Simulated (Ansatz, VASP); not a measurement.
**Two plane-wave programs on YNbSe4**

```
Y Nb Se
1.0
     0.00000    4.04652    4.04652
     4.04652    0.00000    4.04652
     4.04652    4.04652    0.00000
Y Nb Se
1 1 4
Direct
  0.00000 0.00000 0.00000
  0.25000 0.25000 0.25000
  0.62475 0.62475 0.12574
  0.62475 0.62475 0.62475
  0.12574 0.62475 0.62475
  0.62475 0.12574 0.62475
```

Change from the starting cell: species swapped into the YHoCo4 type (F-43m, No. 216).

Alike in both runs: functional PBE; k mesh 4 × 4 × 4; occupations gaussian, width 0.1 eV; collinear spin.

Ansatz relaxed the structure, and its values are those at the end. VASP's run is a single point on that final structure, the one shown.

```csv
,VASP,Ansatz
version,VASP 6.6.1,Ansatz 0.2.0
potentials or method,"VASP PAW PBE potentials, release 64 (Y_sv, Nb_sv, Se), cutoff 520 eV","scalar-relativistic, plane waves, PAW"
valence electrons in the cell,48,88
```

```tsv
	VASP	Ansatz	Ansatz less VASP
gap on the k mesh at the Fermi level (eV)	none	none	-
pressure (GPa)	0.0	0.0	0.00
net moment per atom (μB)	0.44	0.44	+0.001
size of the moment on the site where the two differ most (μB)	1.58	1.85	+0.273
```

Site moments also hang on the region over which each program counts them. A gap of «none» marks a metal or a gap that the smearing closes. VASP's potentials hold 48 valence electrons a cell and Ansatz's 88, so a difference there can come from the potentials and not from the codes. Ansatz's warnings: no starting moments.
